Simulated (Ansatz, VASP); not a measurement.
**Ru: VASP beside Ansatz**

```
CELL_PARAMETERS angstrom
2.72074 0.00000 0.00000
-1.36037 2.35623 0.00000
0.00000 0.00000 13.13710
ATOMIC_POSITIONS crystal
Ru 0.00000 0.00000 0.34254
Ru 0.33333 0.66667 0.50000
Ru 0.00000 0.00000 0.65746
```

Alike in both runs: task single point; functional PBE; k mesh 14 × 14 × 1; occupations fermi-dirac, width 0.08 eV; no spin polarisation.

```csv
,VASP,Ansatz
version,VASP 6.6.1,Ansatz 0.2.0
potentials or method,"VASP PAW PBE potentials, release 64 (Ru_pv), cutoff 520 eV","all-electron LAPW, scalar-relativistic"
```

Ansatz gave:

| Quantity | Value |
| --- | --- |
| rms of the force components (eV/Å) | 0.002 |

Q: Which values does VASP return?

A: rms of the force components (eV/Å): 0.005.

Atom by atom the forces differ by 0.007 eV/Å (rms over components). Ansatz ran all-electron here, and VASP with PAW potentials. Ansatz's warnings: vacuum density over bound.
